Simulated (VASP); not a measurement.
Runs of VASP 6.6.1 on BeS. The structure is that of space group Fm-3m (No. 225), or close to it. The cells are those of the table. 

| level | cell | k mesh | smearing | grid for exact exchange (PRECFOCK) | screening parameter | gap on the mesh (eV) | pressure (GPa) |
| --- | --- | --- | --- | --- | --- | --- | --- |
| r2SCAN | a = 3.228, b = 3.228, c = 3.277 Å, angles 59.5, 59.5, 61.0°, 2 atoms | 10 × 10 × 10 | gaussian 0.01 eV | - | - | 1.13 | 3.7 |
| HSE06 | a = 3.228, b = 3.228, c = 3.277 Å, angles 59.5, 59.5, 61.0°, 2 atoms | 6 × 6 × 6 | gaussian 0.01 eV | Normal | 0.2079 1/Å | (b) | 1.7 |
| r2SCAN | a = 3.278, b = 3.278, c = 3.294 Å, angles 59.8, 59.8, 60.3°, 2 atoms | 10 × 10 × 10 | gaussian 0.01 eV | - | - | 1.31 | -0.7 |
| r2SCAN | a = 3.266 Å, angles 60.2°, 2 atoms | 10 × 10 × 10 | gaussian 0.01 eV | - | - | 1.37 | 0.4 |
| HSE06 | a = 3.277 Å, angles 60.0°, 2 atoms | 6 × 6 × 6 | gaussian 0.01 eV | Normal | 0.2079 1/Å | 1.74 | (c) |
| PBE | a = 3.228, b = 3.228, c = 3.277 Å, angles 59.5, 59.5, 61.0°, 2 atoms | 10 × 10 × 10 | fermi-dirac 0.02 eV | - | - | 0.80 | 3.2 |
| HSE06 | a = 3.266 Å, angles 60.2°, 2 atoms | 6 × 6 × 6 | gaussian 0.01 eV | Normal | 0.2079 1/Å | 1.73 | (a) |

Alike in all rows: task single point; potentials or basis VASP PAW PBE potentials, release 64 (Be, S); no spin polarisation; cutoff (eV) 520.

Estimate the missing entries.

(a) -1.4; (b) 1.54; (c) -2.0.

Caveats: the PAW data sets were made with another functional, which shifts forces and pressure a little (some runs).

A k mesh can miss the band edges.
